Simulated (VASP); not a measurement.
C:

```xyz
2
Lattice="0.0000 1.7801 1.7801 1.7801 0.0000 1.7801 1.7801 1.7801 0.0000" Properties=species:S:1:pos:R:3 pbc="T T T"
C     1.7801    1.7801    1.7801
C     2.6702    2.6702    2.6702
```

Base run:

```yaml
Program: VASP 6.6.1
Functional: r2SCAN0
Potentials_or_basis: VASP PAW PBE potentials, release 64 (C)
Cutoff: 520 eV
k_mesh: 8 × 8 × 8
Occupations: fermi-dirac, width 0.1 eV
Spin: no spin polarisation
```

Its results: band gap on the k mesh 6.14 eV (least direct gap 7.83 eV); pressure -7.0 GPa.

Task: The run is repeated on the same cell with these changes: functional from r2SCAN0 to r2SCAN. What comes out?

Result: Band gap on the k mesh 4.34 eV (least direct gap 5.85 eV); pressure 1.1 GPa.

Caveats: the PAW data sets were made with another functional, which shifts forces and pressure a little; the cell stands under tension (at least some runs).

A k mesh can miss the band edges.
